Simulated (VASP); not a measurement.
Set up this calculation in VASP 6.6.1, as the native input.

* Task: single point
* Functional: PBE
* Potentials or basis: VASP PAW PBE potentials, release 64 (Mg)
* Cutoff: 520 eV
* k mesh: 9 × 9 × 9
* Occupations: methfessel-paxton, width 0.05 eV
* Spin: no spin polarisation
* Dipole correction: no
* Further INCAR settings: ALGO = Normal; EDIFF = 1e-07; NBANDS = 7

The structure of Mg lies in POSCAR:

```
Mg
1.0
    0.0000000000      2.2990154138      2.2990154138
    2.2990154138      0.0000000000      2.2990154138
    2.2990154138      2.2990154138      0.0000000000
Mg
1
Direct
    0.0000000000      0.0000000000      0.0000000000
```

These files were run (other wordings do the same):

INCAR

```
ALGO     = Normal         # electronic algorithm
EDIFF    = 1E-7           # SCF threshold, eV
ENCUT    = 520            # plane-wave cutoff, eV
GGA      = PE             # functional
ISIF     = 2              # what is computed and relaxed
ISMEAR   = 1              # smearing method
LASPH    = True           # aspherical terms in the spheres
LCHARG   = False          # write CHGCAR
LREAL    = False          # projectors in reciprocal space
LWAVE    = False          # write WAVECAR
NBANDS   = 7              # bands
NELM     = 60             # most SCF steps
PREC     = Accurate       # precision mode
SIGMA    = 0.05           # smearing width, eV
```

KPOINTS

```
k-points
0
Gamma
  9 9 9
```

Potentials or basis: VASP PAW PBE potentials, release 64 (Mg).

Run with:

```sh
$ cat potpaw_PBE.64/Mg/POTCAR > POTCAR
$ mpirun -np 1 vasp_std > vasp.out
```

Results of the run:

| Item | Value |
| --- | --- |
| Pressure | -1.7 GPa |
| Band gap on the k mesh | zero (band 1 reaches 2.93 eV, above the bottom of band 2 at 1.52 eV) |

Wall time 11 s on 1 thread of AMD EPYC 9R45, with other jobs on the host, peak memory 0.1 GiB.
